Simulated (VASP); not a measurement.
# C (P6_3/mmc) in VASP: a series of runs

C is run at these levels: LDA; tasks: single point.

Everything below comes from runs of VASP 6.6.1. Logs are shortened: lines on timing, memory, paths and dates and some standing lists are left out, and cuts for length are marked.

### Step 1. The cell of the first run

It takes space group P6_3/mmc (No. 194, hexagonal). The conventional cell has a = 2.520 Å, b = 2.520 Å, c = 4.180 Å, α = 90.00°, β = 90.00°, γ = 120.00°. C (site symmetry 3m) has 4 C at 1.55 to 1.56 Å within 2.1 Å.

### Step 2. Single point, LDA

Input file INCAR:

```
PREC = Accurate
ENCUT = 520
EDIFF = 1E-6
ISMEAR = 0
SIGMA = 0.1
LREAL = F
LASPH = T
NELM = 80
ALGO = Normal
ISIF = 2
LWAVE = F
LCHARG = T
LELF = T
LVHAR = T
NBANDS = 16
```

Input file KPOINTS:

```
Automatic mesh
0
Gamma
  9 9 4
```

Input file POSCAR:

```
C
1.0
    2.5200000000      0.0000000000      0.0000000000
   -1.2600000000      2.1823840175      0.0000000000
    0.0000000000      0.0000000000      4.1800000000
C
4
Direct
    0.3333333333      0.6666666667      0.0000000000
    0.6666666667      0.3333333333      0.5000000000
    0.3333333333      0.6666666667      0.3740000000
    0.6666666667      0.3333333333      0.8740000000
```

Potentials or basis: VASP PAW LDA potentials, release 64 (C).

On the command line:

```sh
$ cat potpaw_LDA.64/C/POTCAR > POTCAR
$ mpirun -np 1 vasp_std > vasp.out
```

OUTCAR:

```text
PREC = Accurate
   ENCUT = 520
   EDIFF = 1E-6
   ISMEAR = 0
   LREAL = F
   LASPH = T
   NELM = 80
   ISIF = 2

 ion  position               nearest neighbor table
   1  0.333  0.667  0.000-   4 1.55   4 1.55   4 1.55   3 1.56
   2  0.667  0.333  0.500-   3 1.55   3 1.55   3 1.55   4 1.56
   3  0.333  0.667  0.374-   2 1.55   2 1.55   2 1.55   1 1.56
   4  0.667  0.333  0.874-   1 1.55   1 1.55   1 1.55   2 1.56

  LATTYP: Found a hexagonal cell.
 ALAT       =     2.5200000000
 C/A-ratio  =     1.6587301587

  Lattice vectors:

 A1 = (   2.5200000000,   0.0000000000,   0.0000000000)
 A2 = (  -1.2600000000,   2.1823840175,   0.0000000000)
 A3 = (   0.0000000000,   0.0000000000,   4.1800000000)

Analysis of symmetry for initial positions (statically):
=====================================================================
 Subroutine PRICEL returns:
 Original cell was already a primitive cell.

 Routine SETGRP: Setting up the symmetry group for a
 hexagonal supercell.

 Subroutine GETGRP returns: Found 24 space group operations
 (whereof  6 operations were pure point group operations)
 out of a pool of 24 trial point group operations.

The static configuration has the point symmetry C_3v.
 The point group associated with its full space group is D_6h.

Analysis of symmetry for dynamics (positions and initial velocities):
=====================================================================
 Subroutine PRICEL returns:
 Original cell was already a primitive cell.

 Routine SETGRP: Setting up the symmetry group for a
 hexagonal supercell.

 Subroutine GETGRP returns: Found 24 space group operations
 (whereof  6 operations were pure point group operations)
 out of a pool of 24 trial point group operations.

The dynamic configuration has the point symmetry C_3v.
 The point group associated with its full space group is D_6h.

 Subroutine INISYM returns: Found 24 space group operations
 (whereof  6 operations are pure point group operations),
 and found     1 'primitive' translations

----------------------------------------------------------------------------------------

                                     Primitive cell

  volume of cell :      22.9884

  direct lattice vectors                    reciprocal lattice vectors
     2.520000000  0.000000000  0.000000000     0.396825397  0.229107250  0.000000000
    -1.260000000  2.182384017  0.000000000     0.000000000  0.458214499  0.000000000
     0.000000000  0.000000000  4.180000000     0.000000000  0.000000000  0.239234450

  length of vectors
     2.520000000  2.520000000  4.180000000     0.458214499  0.458214499  0.239234450

  position of ions in fractional coordinates (direct lattice)
     0.333333333  0.666666667  0.000000000
     0.666666667  0.333333333  0.500000000
     0.333333333  0.666666667  0.374000000
     0.666666667  0.333333333  0.874000000

  ion indices of the primitive-cell ions
   primitive index   ion index
                 1           1
                 2           2
                 3           3
                 4           4

----------------------------------------------------------------------------------------

 KPOINTS: Automatic mesh

Automatic generation of k-mesh.
 Grid dimensions read from file:
 generate k-points for:    9    9    4

 Generating k-lattice:

  Cartesian coordinates                     Fractional coordinates (reciprocal lattice)
     0.044091711  0.025456361  0.000000000     0.111111111  0.000000000  0.000000000
     0.000000000  0.050912722  0.000000000     0.000000000  0.111111111  0.000000000
     0.000000000  0.000000000  0.059808612     0.000000000  0.000000000  0.250000000

  Length of vectors
     0.050912722  0.050912722  0.059808612

  Shift w.r.t. Gamma in fractional coordinates (k-lattice)
     0.000000000  0.000000000  0.000000000

 Subroutine IBZKPT returns following result:
 ===========================================

 Found     36 irreducible k-points:

 Following reciprocal coordinates:
            Coordinates               Weight
  0.000000  0.000000  0.000000      1.000000
  0.111111 -0.000000  0.000000      6.000000
  0.222222  0.000000  0.000000      6.000000
  0.333333 -0.000000  0.000000      6.000000
  0.444444  0.000000  0.000000      6.000000
  0.111111  0.111111  0.000000      6.000000
[... 16 lines left out ...]
  0.333333  0.222222  0.250000     24.000000
  0.333333  0.333333  0.250000      4.000000
 [... further k-points ...]
   k-points           NKPTS =     36   k-points in BZ     NKDIM =     36   number of bands    NBANDS=     16
   number of dos      NEDOS =    301   number of ions     NIONS =      4
   total plane-waves  NPLWV =  12800
   dimension x,y,z NGX =    20 NGY =   20 NGZ =   32
   dimension x,y,z NGXF=    40 NGYF=   40 NGZF=   64
   ions per type =               4
   NGX,Y,Z   is equivalent  to a cutoff of  13.19, 13.19, 12.73 a.u.
   NGXF,Y,Z  is equivalent  to a cutoff of  26.39, 26.39, 25.45 a.u.
 SYSTEM =  unknown system
   PREC   = accura    normal or accurate (medium, high low for compatibility)
   ISTART =      0    job   : 0-new  1-cont  2-samecut
   ICHARG =      2    charge: 1-file 2-atom 10-const
   ISPIN  =      1    spin polarized calculation?
   LNONCOLLINEAR =      F non collinear calculations
   LSORBIT =      F    spin-orbit coupling
   LASPH  =      T    aspherical Exc in radial PAW
   ENCUT  =  520.0 eV  38.22 Ry    6.18 a.u.   4.69  4.69  7.77*2*pi/ulx,y,z
   NELM   =     80;   NELMIN=  2; NELMDL= -5     # of ELM steps
   EDIFF  = 0.1E-05   stopping-criterion for ELM
   LREAL  =      F    real-space projection
   EDIFFG = 0.1E-04   stopping-criterion for IOM
   NSW    =      0    number of steps for IOM
   IBRION =     -1    ionic relax: 0-MD 1-quasi-New 2-CG
   NFREE  =      0    steps in history (QN), initial steepest desc. (CG)
   ISIF   =      2    stress and relaxation
   ISYM   =      2    0-nonsym 1-usesym 2-fastsym
   POTIM  = 0.5000    time-step for ionic-motion
   TEBEG  =    0.0;   TEEND  =   0.0 temperature during run
   PSTRESS=    0.0 pullay stress
   NELECT =      16.0000    total number of electrons
   NUPDOWN=      -1.0000    fix difference up-down
   EMIN   =  10.00;   EMAX   =-10.00  energy-range for DOS
   EFERMI =   0.00;   METHOD = LEGACY
   ISMEAR =     0;   SIGMA  =   0.10  broadening in eV -4-tet -1-fermi 0-gaus
   EFERMI_NEDOS =   21; number of points for ismear=-14 and -15
   IALGO  =     38    algorithm
   IMIX   =      4    mixing-type and parameters
     AMIX     =   0.40;   BMIX     =  1.00
     AMIX_MAG =   1.60;   BMIX_MAG =  1.00
  volume/ion in A,a.u.               =       5.75        38.78
  Fermi-wavevector in a.u.,A,eV,Ry     =   1.450815  2.741644 28.638432  2.104865
  Thomas-Fermi vector in A             =   2.568384
   LORBIT       =      0    0 simple, 1 ext, 2 COOP (PROOUT), +10 PAW based schemes
   GGA     = CA    functional components
   LHFCALC =     F    Hartree Fock is set to
   AEXX    =    0.0000 exact exchange contribution
   IVDW    =     0    specifies the selected vdW correction
   LEPSILON=     F    determine dielectric tensor
   LRPA    =     F    only Hartree local field effects (RPA)
 non-spin polarized calculation
 Gauss-broadening in eV      SIGMA  =   0.10
  energy-cutoff  :      520.00
  volume of cell :       22.99
 maximum number of plane-waves:       640
 NGX is ok and might be reduce to    20
   NGX =  9   NGY =  9   NGZ = 15

 number of electron      16.0000000 magnetization

 Free energy of the ion-electron system (eV)
  ---------------------------------------------------
  ext. energy  EPLUGINS =         0.00000000
  ---------------------------------------------------
  free energy    TOTEN  =       -40.34876081 eV

  energy without entropy =      -40.34876081  energy(sigma->0) =      -40.34876081

 E-fermi :  10.2609     XC(G=0): -13.4301

 val. band max:        9.8352190227   @ k =   0.0000   0.0000   0.0000
 cond. band min:      12.9472183066   @ k =   0.3333   0.3333   0.0000
 fundamental gap:      3.1119992839
 Fermi energy:        10.2609182141

 k-point     1 :       0.0000    0.0000    0.0000
  band No.  band energies     occupation
      1     -11.6326      2.00000
      2      -6.0145      2.00000
      3      -3.7267      2.00000
      4       6.7556      2.00000
      5       6.7556      2.00000
      6       9.3057      2.00000
[... 8 lines left out ...]
     15      23.8228      0.00000
     16      27.1443      0.00000

 k-point     2 :       0.1111   -0.0000    0.0000
  band No.  band energies     occupation
      1     -11.3295      2.00000
      2      -5.7428      2.00000
      3      -3.4438      2.00000
      4       5.3427      2.00000
      5       6.1697      2.00000
      6       8.6439      2.00000
[... 8 lines left out ...]
     15      24.1536      0.00000
     16      26.0994      0.00000

 k-point     3 :       0.2222    0.0000    0.0000
  band No.  band energies     occupation
      1     -10.4268      2.00000
      2      -4.9333      2.00000
      3      -2.6369      2.00000
      4       2.3965      2.00000
      5       5.0263      2.00000
      6       6.1221      2.00000
[... 8 lines left out ...]
     15      24.1167      0.00000
     16      25.0296      0.00000

 k-point     4 :       0.3333   -0.0000    0.0000
  band No.  band energies     occupation
      1      -8.9521      2.00000
      2      -3.6055      2.00000
      3      -1.8244      2.00000
      4      -0.3325      2.00000
      5       3.3291      2.00000
      6       4.0388      2.00000
[... 8 lines left out ...]
     15      24.4127      0.00000
     16      25.8043      0.00000
[... 324 lines left out ...]
 k-point    22 :       0.2222    0.2222    0.2500
  band No.  band energies     occupation
      1      -7.6835      2.00000
      2      -4.6070      2.00000
      3      -0.9363      2.00000
      4       1.4616      2.00000
      5       2.0185      2.00000
      6       2.0482      2.00000
[... 8 lines left out ...]
     15      23.0859      0.00000
     16      25.1266      0.00000

 k-point    23 :       0.3333    0.2222    0.2500
  band No.  band energies     occupation
      1      -5.8324      2.00000
      2      -3.3709      2.00000
      3      -2.4870      2.00000
      4      -0.1790      2.00000
      5       0.5193      2.00000
      6       2.9874      2.00000
[... 8 lines left out ...]
     15      24.0351      0.00000
     16      25.5484      0.00000

 k-point    24 :       0.3333    0.3333    0.2500
  band No.  band energies     occupation
      1      -4.2016      2.00000
      2      -4.2016      2.00000
      3      -1.1192      2.00000
      4      -1.1192      2.00000
      5      -0.7911      2.00000
      6       2.0001      2.00000
[... 8 lines left out ...]
     15      24.9485      0.00000
     16      24.9485      0.00000

 [... further k-points ...]
[... 5 lines left out ...]
  --------------------------------------------------------------------------------------
  -------------------------------------------------------------------------------------
  Total       -2.5160868     -2.5160868     -1.8330895     -0.0000000     -0.0000000      0.0000000
  in kB     -175.3590595   -175.3590595   -127.7574577     -0.0000000     -0.0000000      0.0000000
  external PRESSURE =    -159.4918589 kB  Pullay stress =       0.0000000 kB

 VOLUME and BASIS-vectors are now :
 -----------------------------------------------------------------------------
  energy-cutoff  :      520.00
  volume of cell :       22.99
      direct lattice vectors                 reciprocal lattice vectors
     2.520000000  0.000000000  0.000000000     0.396825397  0.229107250  0.000000000
    -1.260000000  2.182384017  0.000000000     0.000000000  0.458214499  0.000000000
     0.000000000  0.000000000  4.180000000     0.000000000  0.000000000  0.239234450

 POSITION                                       TOTAL-FORCE (eV/Angst)
 -----------------------------------------------------------------------------------
     -0.00000      1.45492      0.00000         0.000000      0.000000     -0.093923
      1.26000      0.72746      2.09000        -0.000000     -0.000000     -0.093923
     -0.00000      1.45492      1.56332         0.000000      0.000000      0.093923
      1.26000      0.72746      3.65332        -0.000000     -0.000000      0.093923
 -----------------------------------------------------------------------------------
    total drift:                               -0.000000      0.000000      0.000008

  FREE ENERGIE OF THE ION-ELECTRON SYSTEM (eV)
  ---------------------------------------------------
  free  energy   TOTEN  =       -40.3487608064 eV

  energy  without entropy=      -40.3487608064  energy(sigma->0) =      -40.34876081
```

Wall time 15 s (1 thread of Intel Xeon 8259CL, shared host); peak memory 0.12 GiB.

What came out:

- Free energy: -40.3488 eV
- Pressure: -15.9 GPa
- Largest force: 0.094 eV/Å
- Band gap on the k mesh: 3.11 eV, indirect (least direct gap 4.83 eV)

Forces in eV/Å, atoms in the order of the input:
```
C    0.000  0.000 -0.094
C    0.000  0.000 -0.094
C    0.000  0.000  0.094
C    0.000  0.000  0.094
```

A k mesh can miss the band edges. Expect the measured gap to be larger: semilocal functionals such as LDA lack the derivative discontinuity.

[end of part 1 of 2]
